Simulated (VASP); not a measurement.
Ta, 4 atoms in the cell. The cell holds a wire or tube with vacuum around it, 4 atoms: a = 22.709 Å, b = 22.709 Å, c = 2.377 Å, α = 90.00°, β = 90.00°, γ = 90.00°. 

```yaml
Program: VASP 6.6.1
Task: single point
Functional: PBEsol
Potentials_or_basis: VASP PAW PBE potentials, release 64 (Ta_pv)
Cutoff: 520 eV
k_mesh: 1 × 1 × 10
Occupations: methfessel-paxton, width 0.15 eV
Spin: no spin polarisation
Dipole_correction: no
Further_INCAR_settings: ALGO = Normal; EDIFF = 1e-06; NBANDS = 30
```

Potentials or basis: VASP PAW PBE potentials, release 64 (Ta_pv).

Launch:

```bash
$ cat potpaw_PBE.64/Ta_pv/POTCAR > POTCAR
$ mpirun -np 1 vasp_std > vasp.out
```

Hardware: 1 thread of Intel(R) Xeon(R) Platinum 8488C (Sapphire Rapids), with other jobs on the host.

Q: Estimate the wall time of this run.

A: Run time: 6.1 min on 1 thread of Intel(R) Xeon(R) Platinum 8488C (Sapphire Rapids), on a shared host, peak memory 0.98 GiB. Counts: scf iterations 24, k points 6.
